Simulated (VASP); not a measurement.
# HfSi3Mo3 (Pm-3m) in VASP: further runs

Runs on HfSi3Mo3. Level: PBE. Tasks: single point, relaxation of cell and atoms.

Program: VASP 6.6.1. These are calculated values, not measurements. Logs are shortened: lines on timing, memory, paths and dates and some standing lists are left out, and cuts for length are marked.

### 1 The cell of the first run

It takes space group Pm-3m (No. 221, cubic). The conventional cell has a = 4.995 Å, b = 4.995 Å, c = 4.995 Å, α = 90.00°, β = 90.00°, γ = 90.00°. Hf (site symmetry m-3m) has 6 Mo at 2.50 Å within 3.3 Å. Si (site symmetry 4/mmm) has 4 Mo at 2.50 Å within 3.3 Å. Within 3.3 Å of Mo (site symmetry 4/mmm) lie 2 Hf at 2.50 Å and 4 Si at 2.50 Å.

The cell was generated, and may not be a known phase.

### 2 Single point, PBE

The input, INCAR:

```
SYSTEM = HfSi3Mo3
ALGO     = Fast           ! electronic algorithm
EDIFF    = 1E-6           ! SCF threshold, eV
ENCUT    = 520            ! plane-wave cutoff, eV
GGA      = PE             ! functional
ISIF     = 2              ! what is computed and relaxed
ISMEAR   = 0              ! smearing method
LASPH    = .True.         ! aspherical terms in the spheres
LCHARG   = .True.         ! write CHGCAR
LELF     = .True.         ! ELF
LREAL    = .False.        ! projectors in reciprocal space
LVHAR    = .True.       
LWAVE    = .False.        ! write WAVECAR
NBANDS   = 41             ! bands
NELM     = 60             ! most SCF steps
PREC     = Accurate       ! precision mode
SIGMA    = 0.1            ! smearing width, eV
```

The input, KPOINTS:

```
k-points
0
Gamma
  4 4 4
  0 0 0
```

The input, POSCAR:

```
HfSi3Mo3
1.0
    4.9952220400      0.0000000000      0.0000000000
    0.0000000000      4.9952220400      0.0000000000
    0.0000000000      0.0000000000      4.9952220400
Hf Si Mo
1 3 3
Direct
    0.5000000000      0.5000000000      0.5000000000
    0.5000000000      0.0000000000      0.0000000000
    0.0000000000      0.5000000000      0.0000000000
    0.0000000000      0.0000000000      0.5000000000
    0.5000000000      0.5000000000      0.0000000000
    0.0000000000      0.5000000000      0.5000000000
    0.5000000000      0.0000000000      0.5000000000
```

Potentials or basis: VASP PAW PBE potentials, release 64 (Hf_pv, Si, Mo_sv).

Started as:

```bash
$ cat potpaw_PBE.64/Hf_pv/POTCAR potpaw_PBE.64/Si/POTCAR potpaw_PBE.64/Mo_sv/POTCAR > POTCAR
$ mpirun -np 1 vasp_std > vasp.out
```

OUTCAR:

```text
SYSTEM = HfSi3Mo3
   EDIFF = 1E-6
   ENCUT = 520
   GGA = PE
   ISIF = 2
   ISMEAR = 0
   LASPH = .True.
   LREAL = .False.
   NELM = 60
   PREC = Accurate

 ion  position               nearest neighbor table
   1  0.500  0.500  0.500-   5 2.50   6 2.50   7 2.50   5 2.50   7 2.50   6 2.50
   2  0.500  0.000  0.000-   5 2.50   7 2.50   7 2.50   5 2.50
   3  0.000  0.500  0.000-   5 2.50   6 2.50   6 2.50   5 2.50
   4  0.000  0.000  0.500-   6 2.50   7 2.50   6 2.50   7 2.50
   5  0.500  0.500  0.000-   1 2.50   2 2.50   3 2.50   1 2.50   2 2.50   3 2.50
   6  0.000  0.500  0.500-   1 2.50   3 2.50   4 2.50   3 2.50   4 2.50   1 2.50
   7  0.500  0.000  0.500-   1 2.50   2 2.50   4 2.50   2 2.50   1 2.50   4 2.50

  LATTYP: Found a simple cubic cell.
 ALAT       =     4.9952220400

  Lattice vectors:

 A1 = (   4.9952220400,   0.0000000000,   0.0000000000)
 A2 = (   0.0000000000,   4.9952220400,   0.0000000000)
 A3 = (   0.0000000000,   0.0000000000,   4.9952220400)

Analysis of symmetry for initial positions (statically):
=====================================================================
 Subroutine PRICEL returns:
 Original cell was already a primitive cell.

 Routine SETGRP: Setting up the symmetry group for a
 simple cubic supercell.

 Subroutine GETGRP returns: Found 48 space group operations
 (whereof 48 operations were pure point group operations)
 out of a pool of 48 trial point group operations.

The static configuration has the point symmetry O_h .

Analysis of symmetry for dynamics (positions and initial velocities):
=====================================================================
 Subroutine PRICEL returns:
 Original cell was already a primitive cell.

 Routine SETGRP: Setting up the symmetry group for a
 simple cubic supercell.

 Subroutine GETGRP returns: Found 48 space group operations
 (whereof 48 operations were pure point group operations)
 out of a pool of 48 trial point group operations.

The dynamic configuration has the point symmetry O_h .

 Subroutine INISYM returns: Found 48 space group operations
 (whereof 48 operations are pure point group operations),
 and found     1 'primitive' translations

----------------------------------------------------------------------------------------

                                     Primitive cell

  volume of cell :     124.6420

  direct lattice vectors                    reciprocal lattice vectors
     4.995222040  0.000000000  0.000000000     0.200191301  0.000000000  0.000000000
[... 87 lines left out ...]
   ISIF   =      2    stress and relaxation
   ISYM   =      2    0-nonsym 1-usesym 2-fastsym
   POTIM  = 0.5000    time-step for ionic-motion
   TEBEG  =    0.0;   TEEND  =   0.0 temperature during run
   PSTRESS=    0.0 pullay stress
   NELECT =      64.0000    total number of electrons
   NUPDOWN=      -1.0000    fix difference up-down
   EMIN   =  10.00;   EMAX   =-10.00  energy-range for DOS
   EFERMI =   0.00;   METHOD = LEGACY
   ISMEAR =     0;   SIGMA  =   0.10  broadening in eV -4-tet -1-fermi 0-gaus
   EFERMI_NEDOS =   21; number of points for ismear=-14 and -15
   IALGO  =     68    algorithm
   IMIX   =      4    mixing-type and parameters
     AMIX     =   0.40;   BMIX     =  1.00
     AMIX_MAG =   1.60;   BMIX_MAG =  1.00
  volume/ion in A,a.u.               =      17.81       120.16
  Fermi-wavevector in a.u.,A,eV,Ry     =   1.310932  2.477301 23.382178  1.718542
  Thomas-Fermi vector in A             =   2.441428
   LORBIT       =      0    0 simple, 1 ext, 2 COOP (PROOUT), +10 PAW based schemes
   GGA     = PE    functional components
   LHFCALC =     F    Hartree Fock is set to
   AEXX    =    0.0000 exact exchange contribution
   IVDW    =     0    specifies the selected vdW correction
   LEPSILON=     F    determine dielectric tensor
   LRPA    =     F    only Hartree local field effects (RPA)
 non-spin polarized calculation
 RMM-DIIS sequential band-by-band and
 Gauss-broadening in eV      SIGMA  =   0.10
  energy-cutoff  :      520.00
  volume of cell :      124.64
 maximum number of plane-waves:      3407
 NGX is ok and might be reduce to    40
   NGX = 19   NGY = 19   NGZ = 19

 number of electron      64.0000009 magnetization

 Free energy of the ion-electron system (eV)
  ---------------------------------------------------
  ext. energy  EPLUGINS =         0.00000000
  ---------------------------------------------------
  free energy    TOTEN  =       -53.14881968 eV

  energy without entropy =      -53.11100253  energy(sigma->0) =      -53.12991111

 E-fermi :   8.2555     XC(G=0): -11.3622

 val. band max:        8.2504707703   @ k =   0.5000   0.2500   0.2500
 cond. band min:       8.3349049568   @ k =   0.5000   0.0000   0.0000
 fundamental gap:      0.0844341865
 Fermi energy:         8.2554908405

 k-point     1 :       0.0000    0.0000    0.0000
  band No.  band energies     occupation
      1     -52.0418      2.00000
      2     -52.0315      2.00000
      3     -52.0315      2.00000
      4     -26.6533      2.00000
      5     -26.6533      2.00000
      6     -26.6533      2.00000
[... 429 lines left out ...]
     40      10.4752      0.00000
     41      10.4828      0.00000

------------------------ aborting loop because EDIFF is reached ----------------------------------------

  FORCE on cell =-STRESS in cart. coord.  units (eV):
  Direction    XX          YY          ZZ          XY          YZ          ZX
  --------------------------------------------------------------------------------------
  -------------------------------------------------------------------------------------
  Total        9.8472384      9.8472384      9.8472384     -0.0000000      0.0000000     -0.0000000
  in kB      126.5787034    126.5787034    126.5787034     -0.0000000      0.0000000     -0.0000000
  external PRESSURE =     126.5787034 kB  Pullay stress =       0.0000000 kB

 VOLUME and BASIS-vectors are now :
 -----------------------------------------------------------------------------
  energy-cutoff  :      520.00
  volume of cell :      124.64
      direct lattice vectors                 reciprocal lattice vectors
     4.995222040  0.000000000  0.000000000     0.200191301  0.000000000  0.000000000
     0.000000000  4.995222040  0.000000000     0.000000000  0.200191301  0.000000000
     0.000000000  0.000000000  4.995222040     0.000000000  0.000000000  0.200191301

 POSITION                                       TOTAL-FORCE (eV/Angst)
 -----------------------------------------------------------------------------------
      2.49761      2.49761      2.49761         0.000000      0.000000      0.000000
      2.49761      0.00000      0.00000         0.000000      0.000000      0.000000
      0.00000      2.49761      0.00000         0.000000      0.000000      0.000000
      0.00000      0.00000      2.49761         0.000000      0.000000      0.000000
      2.49761      2.49761      0.00000         0.000000      0.000000      0.000000
      0.00000      2.49761      2.49761         0.000000      0.000000      0.000000
      2.49761      0.00000      2.49761         0.000000      0.000000      0.000000
 -----------------------------------------------------------------------------------
    total drift:                                0.000000     -0.000000     -0.000000

  FREE ENERGIE OF THE ION-ELECTRON SYSTEM (eV)
  ---------------------------------------------------
  free  energy   TOTEN  =       -53.1488196810 eV

  energy  without entropy=      -53.1110025304  energy(sigma->0) =      -53.12991111
```

stdout:

```text
POSCAR found type information on POSCAR HfSiMo
 POSCAR found :  3 types and       7 ions
 scaLAPACK will be used
 LDA part: xc-table for (Slater+PW92), standard interpolation
 POSCAR, INCAR and KPOINTS ok, starting setup
 FFT: planning ... GRIDC
 FFT: planning ... GRID_SOFT
 FFT: planning ... GRID
 WAVECAR not read
 entering main loop
```

Wall time 36 s (1 thread of AMD EPYC 9R45 (Zen 5), shared host); peak memory 0.23 GiB.

Results:

* Free energy: -53.1488 eV
* Pressure: 12.7 GPa
* Band gap on the k mesh: zero (bands 32 and 33 overlap by 1.24 eV)

Caveat: the cell stands under pressure; spin-orbit coupling is left out, which moves the levels of the heavy elements.

### 3 Single point, PBE

This run uses another cell than the first one, of 19.45 Å³/atom.

The input, INCAR:

```
SYSTEM = HfSi3Mo3
PREC = Accurate ; ENCUT = 520
EDIFF = 1E-7 ; ISMEAR = 0
SIGMA = 0.1 ; LREAL = .False.
LASPH = .True. ; NELM = 80
ALGO = Normal ; ISIF = 2
LWAVE = .False. ; LCHARG = .False.
GGA = PE ; NBANDS = 41
```

The input, KPOINTS:

```
Automatic mesh
0
Gamma
  4 4 4
  0 0 0
```

Changes to POSCAR since step 2:

```diff
@@ -2,5 +2,5 @@
 1.0
-    4.9952220400      0.0000000000      0.0000000000
-    0.0000000000      4.9952220400      0.0000000000
-    0.0000000000      0.0000000000      4.9952220400
+    5.1448147049      0.0000000000      0.0000000000
+    0.0000000000      5.1448147049      0.0000000000
+    0.0000000000      0.0000000000      5.1448147049
 Hf Si Mo
```

Potentials or basis: VASP PAW PBE potentials, release 64 (Hf_pv, Si, Mo_sv).

Started as:

```bash
$ cat potpaw_PBE.64/Hf_pv/POTCAR potpaw_PBE.64/Si/POTCAR potpaw_PBE.64/Mo_sv/POTCAR > POTCAR
$ mpirun -np 1 vasp_std > vasp.out
```

Run time: 37 s. Hardware: 1 thread of AMD EPYC 9R45 (Zen 5), shared host; peak memory 0.23 GiB.

The run converged. Its results:

```
Free energy            : -53.5697 eV
Pressure               : -0.1 GPa
Band gap on the k mesh : zero (bands 32 and 33 overlap by 1.16 eV)
```

Levels at points of the mesh, in eV from the Fermi level:
```csv
k point,band 28,band 29,band 30,band 31,band 32,band 33,band 34,band 35
"(0.00, 0.00, 0.00)",-0.39,-0.39,-0.39,0.13,0.44,0.44,0.44,1.18
"(0.50, 0.00, 0.00)",-1.06,-1.06,-0.72,-0.39,0.03,0.03,0.45,0.88
"(0.50, 0.50, 0.00)",-1.69,-0.52,-0.52,-0.14,0.28,0.76,1.07,1.07
"(0.50, 0.50, 0.50)",-0.73,-0.73,-0.21,-0.21,0.73,0.73,0.73,1.35
```

Caveat: spin-orbit coupling is left out, which moves the levels of the heavy elements.

### 4 Single point, PBE

This run uses another cell than the first one, of 19.51 Å³/atom.

The input, INCAR:

```
SYSTEM = HfSi3Mo3
ALGO = Fast
EDIFF = 1E-6
ENCUT = 520
GGA = PE
ISIF = 2
ISMEAR = 0
LASPH = .True.
LCHARG = .True.
LELF = .True.
LREAL = .False.
LVHAR = .True.
LWAVE = .False.
NBANDS = 41
NELM = 80
PREC = Accurate
SIGMA = 0.1
```

The input, KPOINTS:

```
k-points
0
Gamma
  8 8 8
  0 0 0
```

Changes to POSCAR since step 3:

```diff
@@ -2,5 +2,5 @@
 1.0
-    5.1448147049      0.0000000000      0.0000000000
-    0.0000000000      5.1448147049      0.0000000000
-    0.0000000000      0.0000000000      5.1448147049
+    5.1498099799      0.0000000000      0.0000000000
+    0.0000000000      5.1498099799      0.0000000000
+    0.0000000000      0.0000000000      5.1498099799
 Hf Si Mo
```

Started as:

```bash
$ cat potpaw_PBE.64/Hf_pv/POTCAR potpaw_PBE.64/Si/POTCAR potpaw_PBE.64/Mo_sv/POTCAR > POTCAR
$ mpirun -np 1 vasp_std > vasp.out
```

Wall time 2.2 min (1 thread of AMD EPYC 9R45 (Zen 5), shared host); peak memory 0.32 GiB.

The run converged. Its results:

```
Free energy            : -53.6035 eV
Pressure               : -0.1 GPa
Band gap on the k mesh : zero (bands 32 and 33 overlap by 1.14 eV)
```

Levels at points of the mesh, in eV from the Fermi level:
```csv
k point,band 28,band 29,band 30,band 31,band 32,band 33,band 34,band 35,band 36,band 37
"(0.00, 0.00, 0.00)",-0.34,-0.34,-0.34,0.18,0.52,0.52,0.52,1.24,1.24,1.34
"(0.50, 0.00, 0.00)",-0.99,-0.99,-0.66,-0.32,0.10,0.10,0.53,0.94,1.35,1.49
"(0.50, 0.50, 0.00)",-1.61,-0.45,-0.45,-0.08,0.32,0.88,1.12,1.12,1.44,1.89
"(0.50, 0.50, 0.50)",-0.66,-0.66,-0.16,-0.16,0.78,0.78,0.78,1.49,1.49,1.49
```

Caveat: spin-orbit coupling is left out, which moves the levels of the heavy elements.

### 5 Relaxation of cell and atoms, PBE

The input, INCAR:

```
SYSTEM = HfSi3Mo3
  PREC = Accurate
  ENCUT = 600
  EDIFF = 1E-6
  ISMEAR = 0
  SIGMA = 0.1
  LREAL = .False.
  LASPH = .True.
  NELM = 100
  ALGO = Normal
  ISIF = 3
  LWAVE = .False.
  LCHARG = .False.
  GGA = PE
  IBRION = 2
  NSW = 90
  EDIFFG = -0.04
```

The input, KPOINTS:

```
regular mesh
0
Gamma
  4 4 4
  0 0 0
```

Changes to POSCAR since step 4:

```diff
@@ -2,5 +2,5 @@
 1.0
-    5.1498099799      0.0000000000      0.0000000000
-    0.0000000000      5.1498099799      0.0000000000
-    0.0000000000      0.0000000000      5.1498099799
+    4.9952220400      0.0000000000      0.0000000000
+    0.0000000000      4.9952220400      0.0000000000
+    0.0000000000      0.0000000000      4.9952220400
 Hf Si Mo
```

Started as:

```bash
$ cat potpaw_PBE.64/Hf_pv/POTCAR potpaw_PBE.64/Si/POTCAR potpaw_PBE.64/Mo_sv/POTCAR > POTCAR
$ mpirun -np 1 vasp_std > vasp.out
```

It took 87 s on 1 thread of AMD EPYC 9R45 (Zen 5), shared host; peak memory 0.24 GiB.

It converged, with:

| Quantity | Value |
| --- | --- |
| Free energy | -53.5648 eV |
| Relaxed volume | 19.47 Å³/atom |
| Relaxed cell | a = 5.146 Å, b = 5.146 Å, c = 5.146 Å, α = 90.00°, β = 90.00°, γ = 90.00° |
| Space group after relaxing (to 0.1 Å) | Pm-3m (No. 221) |
| Energy gained by relaxing | 59.4 meV/atom |
| Ionic steps | 3 |
| Pressure after relaxing | -0.2 GPa |
| Band gap on the k mesh | zero (bands 32 and 33 overlap by 1.15 eV) |

The path:
```tsv
step	energy change (eV)	largest force (eV/Å)	pressure (GPa)	volume (Å³)
1	0.0000	0.0000	12.64	124.64
2	0.1504	0.0000	-10.51	151.74
3	-0.4158	0.0000	-0.24	136.29
```

Final structure:
```cif
data_structure
_symmetry_space_group_name_H-M 'P 1'
_symmetry_Int_Tables_number 1
_cell_length_a 5.1462
_cell_length_b 5.1462
_cell_length_c 5.1462
_cell_angle_alpha 90.000
_cell_angle_beta 90.000
_cell_angle_gamma 90.000
_cell_volume 136.29
loop_
_atom_site_label
_atom_site_type_symbol
_atom_site_fract_x
_atom_site_fract_y
_atom_site_fract_z
_atom_site_occupancy
Hf1 Hf 0.50000 0.50000 0.50000 1
Si1 Si 0.50000 0.00000 0.00000 1
Si2 Si 0.00000 0.50000 0.00000 1
Si3 Si 0.00000 0.00000 0.50000 1
Mo1 Mo 0.50000 0.50000 0.00000 1
Mo2 Mo 0.00000 0.50000 0.50000 1
Mo3 Mo 0.50000 0.00000 0.50000 1
```

Levels at points of the mesh, in eV from the Fermi level:
```tsv
k point	band 27	band 28	band 29	band 30	band 31	band 32	band 33	band 34	band 35	band 36
(0.00, 0.00, 0.00)	-2.46	-0.39	-0.39	-0.39	0.13	0.44	0.44	0.44	1.18	1.18
(0.50, 0.00, 0.00)	-1.69	-1.06	-1.06	-0.72	-0.39	0.03	0.03	0.45	0.88	1.30
(0.50, 0.50, 0.00)	-2.39	-1.68	-0.52	-0.52	-0.14	0.28	0.76	1.07	1.07	1.31
(0.50, 0.50, 0.50)	-0.73	-0.73	-0.73	-0.21	-0.21	0.73	0.73	0.73	1.35	1.35
```

Caveat: spin-orbit coupling is left out, which moves the levels of the heavy elements.

### 6 The runs side by side

| task | cell | k mesh | cutoff (eV) | gap on the mesh (eV) | pressure (GPa) |
| --- | --- | --- | --- | --- | --- |
| single point | a = 4.995 Å, 7 atoms | 4 × 4 × 4 | 520 | none | 12.7 |
| single point | a = 5.145 Å, 7 atoms | 4 × 4 × 4 | 520 | none | -0.1 |
| single point | a = 5.150 Å, 7 atoms | 8 × 8 × 8 | 520 | none | -0.1 |
| relaxation of cell and atoms | relaxed from a = 4.995 Å, 7 atoms | 4 × 4 × 4 | 600 | none | -0.2 |

Alike in all rows: level PBE; potentials or basis VASP PAW PBE potentials, release 64 (Hf_pv, Si, Mo_sv); no spin polarisation; smearing gaussian 0.1 eV.

Caveats: spin-orbit coupling is left out, which moves the levels of the heavy elements; the cell stands under pressure (at least some runs).

Total energies depend on the potentials used, so only differences within one code and one set of settings carry meaning.

The gap in the log of VASP goes by the Fermi energy; the results here count the filled bands.